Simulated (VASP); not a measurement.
# MgH (P4_2/mmc) in VASP: single point with revPBE

Aim: the single point of MgH with revPBE.

All numbers are computed with VASP 6.6.1; they aren't measurements. Logs are shortened: lines on timing, memory, paths and dates and some standing lists are left out, and cuts for length are marked.

## Step 1: The cell of the first run

It takes space group P4_2/mmc (No. 131, tetragonal). Conventional cell: a = 3.358 Å, b = 3.358 Å, c = 4.519 Å, α = 90.00°, β = 90.00°, γ = 90.00°. Within 2.7 Å of Mg (site symmetry mmm) lie 4 H at 2.02 Å. H (site symmetry -4m2) has 4 Mg at 2.02 Å and 2 H at 2.26 Å within 2.7 Å.

## Step 2: Single point, revPBE

INCAR reads:

```
PREC = Accurate
ENCUT = 600
EDIFF = 1E-6
ISMEAR = 0
SIGMA = 0.1
LREAL = F
LASPH = T
NELM = 120
ALGO = Normal
ISIF = 2
LWAVE = F
LCHARG = F
GGA = RE
NBANDS = 11
GGA_COMPAT = F
```

KPOINTS reads:

```
Automatic mesh
0
Gamma
  14 14 10
```

POSCAR reads:

```
MgH
1.0
    3.3580868613      0.0000000000      0.0000000000
    0.0000000000      3.3580868613      0.0000000000
    0.0000000000      0.0000000000      4.5188989814
Mg H
2 2
Direct
    0.0000000000      0.5000000000      0.0000000000
    0.5000000000      0.0000000000      0.5000000000
    0.5000000000      0.5000000000      0.2500000000
    0.5000000000      0.5000000000      0.7500000000
```

Potentials or basis: VASP PAW PBE potentials, release 64 (Mg, H).

Launch:

```sh
$ cat potpaw_PBE.64/Mg/POTCAR potpaw_PBE.64/H/POTCAR > POTCAR
$ mpirun -np 1 vasp_std > vasp.out
```

OUTCAR:

```text
PREC = Accurate
   ENCUT = 600
   EDIFF = 1E-6
   ISMEAR = 0
   LREAL = F
   LASPH = T
   NELM = 120
   ISIF = 2
   GGA = RE

 ion  position               nearest neighbor table
   1  0.000  0.500  0.000-   3 2.02   4 2.02   3 2.02   4 2.02   2 3.28   2 3.28   2 3.28   2 3.28
                             2 3.28   2 3.28   2 3.28   2 3.28
   2  0.500  0.000  0.500-   3 2.02   4 2.02   3 2.02   4 2.02   1 3.28   1 3.28   1 3.28   1 3.28
                             1 3.28   1 3.28   1 3.28   1 3.28
   3  0.500  0.500  0.250-   1 2.02   2 2.02   2 2.02   1 2.02
   4  0.500  0.500  0.750-   1 2.02   2 2.02   2 2.02   1 2.02

  LATTYP: Found a simple tetragonal cell.
 ALAT       =     3.3580868613
 C/A-ratio  =     1.3456766213

  Lattice vectors:

 A1 = (   3.3580868613,   0.0000000000,   0.0000000000)
 A2 = (   0.0000000000,   3.3580868613,   0.0000000000)
 A3 = (   0.0000000000,   0.0000000000,   4.5188989814)

Analysis of symmetry for initial positions (statically):
=====================================================================
 Subroutine PRICEL returns:
 Original cell was already a primitive cell.

 Routine SETGRP: Setting up the symmetry group for a
 simple tetragonal supercell.

 Subroutine GETGRP returns: Found 16 space group operations
 (whereof  8 operations were pure point group operations)
 out of a pool of 16 trial point group operations.

The static configuration has the point symmetry D_2h.
 The point group associated with its full space group is D_4h.

Analysis of symmetry for dynamics (positions and initial velocities):
=====================================================================
 Subroutine PRICEL returns:
 Original cell was already a primitive cell.

 Routine SETGRP: Setting up the symmetry group for a
 simple tetragonal supercell.

 Subroutine GETGRP returns: Found 16 space group operations
 (whereof  8 operations were pure point group operations)
 out of a pool of 16 trial point group operations.

The dynamic configuration has the point symmetry D_2h.
 The point group associated with its full space group is D_4h.

 Subroutine INISYM returns: Found 16 space group operations
 (whereof  8 operations are pure point group operations),
 and found     1 'primitive' translations

----------------------------------------------------------------------------------------

                                     Primitive cell

  volume of cell :      50.9585

  direct lattice vectors                    reciprocal lattice vectors
     3.358086861  0.000000000  0.000000000     0.297788604  0.000000000  0.000000000
     0.000000000  3.358086861  0.000000000     0.000000000  0.297788604  0.000000000
     0.000000000  0.000000000  4.518898981     0.000000000  0.000000000  0.221292842

  length of vectors
     3.358086861  3.358086861  4.518898981     0.297788604  0.297788604  0.221292842

  position of ions in fractional coordinates (direct lattice)
     0.000000000  0.500000000  0.000000000
     0.500000000  0.000000000  0.500000000
     0.500000000  0.500000000  0.250000000
     0.500000000  0.500000000  0.750000000

  ion indices of the primitive-cell ions
   primitive index   ion index
                 1           1
                 2           2
                 3           3
                 4           4

----------------------------------------------------------------------------------------

 KPOINTS: Automatic mesh

Automatic generation of k-mesh.
 Grid dimensions read from file:
 generate k-points for:   14   14   10

 Generating k-lattice:

  Cartesian coordinates                     Fractional coordinates (reciprocal lattice)
     0.021270615  0.000000000  0.000000000     0.071428571  0.000000000  0.000000000
     0.000000000  0.021270615  0.000000000     0.000000000  0.071428571  0.000000000
     0.000000000  0.000000000  0.022129284     0.000000000  0.000000000  0.100000000

  Length of vectors
     0.021270615  0.021270615  0.022129284

  Shift w.r.t. Gamma in fractional coordinates (k-lattice)
     0.000000000  0.000000000  0.000000000

 Subroutine IBZKPT returns following result:
 ===========================================

 Found    216 irreducible k-points:

 Following reciprocal coordinates:
            Coordinates               Weight
  0.000000  0.000000  0.000000      1.000000
  0.071429  0.000000  0.000000      4.000000
  0.142857  0.000000  0.000000      4.000000
  0.214286  0.000000  0.000000      4.000000
  0.285714  0.000000  0.000000      4.000000
  0.357143  0.000000  0.000000      4.000000
[... 16 lines left out ...]
  0.285714  0.214286  0.000000      8.000000
  0.357143  0.214286  0.000000      8.000000
 [... further k-points ...]
   k-points           NKPTS =    216   k-points in BZ     NKDIM =    216   number of bands    NBANDS=     11
   number of dos      NEDOS =    301   number of ions     NIONS =      4
   total plane-waves  NPLWV =  28224
   dimension x,y,z NGX =    28 NGY =   28 NGZ =   36
   dimension x,y,z NGXF=    56 NGYF=   56 NGZF=   72
   ions per type =               2   2
   NGX,Y,Z   is equivalent  to a cutoff of  13.86, 13.86, 13.24 a.u.
   NGXF,Y,Z  is equivalent  to a cutoff of  27.72, 27.72, 26.49 a.u.
 SYSTEM =  unknown system
   PREC   = accura    normal or accurate (medium, high low for compatibility)
   ISTART =      0    job   : 0-new  1-cont  2-samecut
   ICHARG =      2    charge: 1-file 2-atom 10-const
   ISPIN  =      1    spin polarized calculation?
   LNONCOLLINEAR =      F non collinear calculations
   LSORBIT =      F    spin-orbit coupling
   LASPH  =      T    aspherical Exc in radial PAW
   ENCUT  =  600.0 eV  44.10 Ry    6.64 a.u.   6.71  6.71  9.03*2*pi/ulx,y,z
   NELM   =    120;   NELMIN=  2; NELMDL= -5     # of ELM steps
   EDIFF  = 0.1E-05   stopping-criterion for ELM
   LREAL  =      F    real-space projection
   EDIFFG = 0.1E-04   stopping-criterion for IOM
   NSW    =      0    number of steps for IOM
   IBRION =     -1    ionic relax: 0-MD 1-quasi-New 2-CG
   NFREE  =      0    steps in history (QN), initial steepest desc. (CG)
   ISIF   =      2    stress and relaxation
   ISYM   =      2    0-nonsym 1-usesym 2-fastsym
   POTIM  = 0.5000    time-step for ionic-motion
   TEBEG  =    0.0;   TEEND  =   0.0 temperature during run
   PSTRESS=    0.0 pullay stress
   NELECT =       6.0000    total number of electrons
   NUPDOWN=      -1.0000    fix difference up-down
   EMIN   =  10.00;   EMAX   =-10.00  energy-range for DOS
   EFERMI =   0.00;   METHOD = LEGACY
   ISMEAR =     0;   SIGMA  =   0.10  broadening in eV -4-tet -1-fermi 0-gaus
   EFERMI_NEDOS =   21; number of points for ismear=-14 and -15
   IALGO  =     38    algorithm
   IMIX   =      4    mixing-type and parameters
     AMIX     =   0.40;   BMIX     =  1.00
     AMIX_MAG =   1.60;   BMIX_MAG =  1.00
  volume/ion in A,a.u.               =      12.74        85.97
  Fermi-wavevector in a.u.,A,eV,Ry     =   0.802392  1.516300  8.759872  0.643832
  Thomas-Fermi vector in A             =   1.910060
   LORBIT       =      0    0 simple, 1 ext, 2 COOP (PROOUT), +10 PAW based schemes
   GGA     = RE    functional components
   LHFCALC =     F    Hartree Fock is set to
   AEXX    =    0.0000 exact exchange contribution
   IVDW    =     0    specifies the selected vdW correction
   LEPSILON=     F    determine dielectric tensor
   LRPA    =     F    only Hartree local field effects (RPA)
 non-spin polarized calculation
 Gauss-broadening in eV      SIGMA  =   0.10
  energy-cutoff  :      600.00
  volume of cell :       50.96
 maximum number of plane-waves:      1726
 NGX is ok and might be reduce to    28
   NGX = 13   NGY = 13   NGZ = 19

 number of electron       6.0000000 magnetization

 Free energy of the ion-electron system (eV)
  ---------------------------------------------------
  ext. energy  EPLUGINS =         0.00000000
  ---------------------------------------------------
  free energy    TOTEN  =        -9.43345004 eV

  energy without entropy =       -9.42914369  energy(sigma->0) =       -9.43129687

 E-fermi :   2.9031     XC(G=0):  -8.6089

 val. band max:        2.9020115445   @ k =   0.5000   0.4286   0.0000
 cond. band min:       2.9145784180   @ k =   0.2857   0.1429   0.5000
 fundamental gap:      0.0125668735
 Fermi energy:         2.9030558047

 k-point     1 :       0.0000    0.0000    0.0000
  band No.  band energies     occupation
      1      -6.2551      2.00000
      2      -1.2148      2.00000
      3       3.3751      0.00000
      4       4.0230      0.00000
      5       7.9527      0.00000
      6       7.9527      0.00000
      7       9.9454      0.00000
      8      10.9854      0.00000
      9      13.2628      0.00000
     10      13.2628      0.00000
     11      13.6179      0.00000

 k-point     2 :       0.0714    0.0000    0.0000
  band No.  band energies     occupation
      1      -6.1991      2.00000
      2      -1.1764      2.00000
      3       3.4347      0.00000
      4       3.7366      0.00000
      5       7.8879      0.00000
      6       8.0110      0.00000
      7       9.6017      0.00000
      8      11.5113      0.00000
      9      13.1184      0.00000
     10      13.2107      0.00000
     11      13.3275      0.00000

 k-point     3 :       0.1429    0.0000    0.0000
  band No.  band energies     occupation
      1      -6.0340      2.00000
      2      -1.0648      2.00000
      3       2.9644      0.38534
      4       3.6519      0.00000
      5       7.8848      0.00000
      6       8.1858      0.00000
      7       8.7876      0.00000
      8      12.0379      0.00000
      9      12.8417      0.00000
     10      13.2242      0.00000
     11      13.5211      0.00000

 k-point     4 :       0.2143    0.0000    0.0000
  band No.  band energies     occupation
      1      -5.7685      2.00000
      2      -0.8907      2.00000
      3       1.9996      2.00000
      4       3.9777      0.00000
      5       7.8336      0.00000
      6       8.0659      0.00000
      7       8.4766      0.00000
      8      10.9140      0.00000
      9      13.3707      0.00000
     10      13.8414      0.00000
     11      14.4104      0.00000

 k-point     5 :       0.2857    0.0000    0.0000
  band No.  band energies     occupation
      1      -5.4227      2.00000
      2      -0.6754      2.00000
      3       1.0098      2.00000
      4       4.4321      0.00000
      5       6.9333      0.00000
      6       8.3990      0.00000
      7       8.8813      0.00000
      8       9.7661      0.00000
      9      13.6078      0.00000
     10      14.0189      0.00000
     11      14.2834      0.00000
[... 211 lines left out ...]
 k-point    21 :       0.5000    0.1429    0.0000
  band No.  band energies     occupation
      1      -4.3803      2.00000
      2      -0.5026      2.00000
      3      -0.1060      2.00000
      4       5.7814      0.00000
      5       6.1441      0.00000
      6       7.0873      0.00000
      7       7.2881      0.00000
      8       8.6896      0.00000
      9      12.0373      0.00000
     10      13.3801      0.00000
     11      14.6008      0.00000

 k-point    22 :       0.2143    0.2143    0.0000
  band No.  band energies     occupation
      1      -5.2995      2.00000
      2      -0.5890      2.00000
      3       1.7539      2.00000
      4       4.2505      0.00000
      5       5.2345      0.00000
      6       7.5868      0.00000
      7      10.4069      0.00000
      8      10.6212      0.00000
      9      10.6685      0.00000
     10      12.6852      0.00000
     11      13.6115      0.00000

 k-point    23 :       0.2857    0.2143    0.0000
  band No.  band energies     occupation
      1      -4.9697      2.00000
      2      -0.3913      2.00000
      3       1.2409      2.00000
      4       4.3338      0.00000
      5       5.3730      0.00000
      6       7.1496      0.00000
      7       9.4387      0.00000
      8      10.0378      0.00000
      9      10.2114      0.00000
     10      13.3170      0.00000
     11      13.7137      0.00000

 k-point    24 :       0.3571    0.2143    0.0000
  band No.  band energies     occupation
      1      -4.6084      2.00000
      2      -0.1920      2.00000
      3       0.5830      2.00000
      4       4.6311      0.00000
      5       5.8428      0.00000
      6       6.6323      0.00000
      7       8.3134      0.00000
      8       9.2221      0.00000
      9      10.3895      0.00000
     10      13.6191      0.00000
     11      14.3025      0.00000

 [... further k-points ...]

------------------------ aborting loop because EDIFF is reached ----------------------------------------

  FORCE on cell =-STRESS in cart. coord.  units (eV):
  Direction    XX          YY          ZZ          XY          YZ          ZX
  --------------------------------------------------------------------------------------
  -------------------------------------------------------------------------------------
  Total        0.2967318      0.2967318      0.2826091     -0.0000000      0.0000000      0.0000000
  in kB        9.3294962      9.3294962      8.8854656     -0.0000000      0.0000000      0.0000000
  external PRESSURE =       9.1814860 kB  Pullay stress =       0.0000000 kB

 VOLUME and BASIS-vectors are now :
 -----------------------------------------------------------------------------
  energy-cutoff  :      600.00
  volume of cell :       50.96
      direct lattice vectors                 reciprocal lattice vectors
     3.358086861  0.000000000  0.000000000     0.297788604  0.000000000  0.000000000
     0.000000000  3.358086861  0.000000000     0.000000000  0.297788604  0.000000000
     0.000000000  0.000000000  4.518898981     0.000000000  0.000000000  0.221292842

 POSITION                                       TOTAL-FORCE (eV/Angst)
 -----------------------------------------------------------------------------------
      0.00000      1.67904      0.00000        -0.000000     -0.000000     -0.000000
      1.67904      0.00000      2.25945        -0.000000     -0.000000     -0.000000
      1.67904      1.67904      1.12972         0.000000     -0.000000      0.000000
      1.67904      1.67904      3.38917        -0.000000      0.000000      0.000000
 -----------------------------------------------------------------------------------
    total drift:                                0.000000      0.000000      0.000000

  FREE ENERGIE OF THE ION-ELECTRON SYSTEM (eV)
  ---------------------------------------------------
  free  energy   TOTEN  =        -9.4334500440 eV

  energy  without entropy=       -9.4291436897  energy(sigma->0) =       -9.43129687
```

Wall time 2.3 min (1 thread of Intel Xeon 8259CL, shared host); peak memory 0.29 GiB.

What came out:

| Property | Result |
| --- | --- |
| Free energy | -9.4335 eV |
| Pressure | 0.9 GPa |
| Band gap on the k mesh | zero (bands 3 and 4 overlap by 4.30 eV) |

Caveat: the PAW data sets were made with another functional, which shifts forces and pressure a little.
